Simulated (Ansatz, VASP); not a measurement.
Si4Ru: VASP beside Ansatz

```
Si Ru
1.0
     5.29125    0.00000    0.00000
     0.00000    5.29125    0.00000
     0.00000    0.00000    2.79067
Si Ru
4 1
Direct
  0.27363 0.72637 0.50000
  0.72637 0.27363 0.50000
  0.27363 0.27363 0.50000
  0.72637 0.72637 0.50000
  0.00000 0.00000 0.00000
```

Alike in both runs: task single point; functional PBEsol; k mesh 6 × 6 × 12; occupations gaussian, width 0.1 eV; no spin polarisation.

```csv
,VASP,Ansatz
version,VASP 6.6.1,Ansatz 0.2.0
potentials or method,"VASP PAW PBE potentials, release 64 (Si, Ru_pv), cutoff 520 eV","scalar-relativistic, plane waves, PAW"
valence electrons in the cell,30,32
```

Ansatz gave:

* gap on the k mesh at the Fermi level (eV): none
* pressure (GPa): -3.7
* traceless stress, the component that is largest in VASP (GPa): -0.32
* rms of the force components (eV/Å): 0.084

Question: What did VASP give for the same quantities?

Answer: gap on the k mesh at the Fermi level (eV): none; pressure (GPa): -3.5; traceless stress, the component that is largest in VASP (GPa): -0.36; rms of the force components (eV/Å): 0.086.

VASP's potentials were made for PBE, not for PBEsol. Atom by atom the forces differ by 0.002 eV/Å (rms over components). A gap of «none» marks a metal or a gap that the smearing closes. VASP's potentials hold 30 valence electrons a cell and Ansatz's 32, so a difference there can come from the potentials and not from the codes.
